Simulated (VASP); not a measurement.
Input of a VASP 6.6.1 run:

The input POSCAR:

```
Ru
1.0
    3.9893372380      0.0000000000      0.0000000000
   -1.9946686190      3.4548673924      0.0000000000
    0.0000000000      0.0000000000      5.6155510235
Ru
4
Direct
    0.3333333333      0.6666666667      0.4559998946
    0.6666666667      0.3333333333      0.9559998946
    0.6666666667      0.3333333333      0.5440001054
    0.3333333333      0.6666666667      0.0440001054
```

Contents of INCAR.step1:

```
SYSTEM = Ru
ALGO = Normal
EDIFF = 1E-4
ENCUT = 520
GGA = PE
ISMEAR = 0
LASPH = .TRUE.
LCHARG = .FALSE.
LREAL = .FALSE.
LWAVE = .TRUE.
NBANDS = 36
NELM = 80
PREC = Accurate
SIGMA = 0.1
```

File INCAR.step2:

```
SYSTEM = Ru
ALGO = Normal
EDIFF = 1E-6
ENCUT = 520
ISIF = 2
ISMEAR = 0
ISTART = 1
LASPH = .TRUE.
LCHARG = .TRUE.
LELF = .TRUE.
LMIXTAU = .TRUE.
LREAL = .FALSE.
LVHAR = .TRUE.
LWAVE = .FALSE.
METAGGA = R2SCAN
NBANDS = 36
NELM = 80
PREC = Accurate
SIGMA = 0.1
```

Contents of KPOINTS:

```
k-points
0
G
  6 6 4
  0 0 0
```

Potentials or basis: VASP PAW PBE potentials, release 64 (Ru_pv).

Launch:

```bash
$ cat potpaw_PBE.64/Ru_pv/POTCAR > POTCAR
$ cp INCAR.step1 INCAR
$ mpirun -np 1 vasp_std > vasp.out
$ cp INCAR.step2 INCAR
$ mpirun -np 1 vasp_std > vasp.out
```

(1) What does it give for the pressure?

(2) What does it give for the band gap on the k mesh?

Answers

(1) 0.9 GPa.

(2) zero (bands 28 and 29 overlap by 1.54 eV).

Caveat: the PAW data sets were made with another functional, which shifts forces and pressure a little.
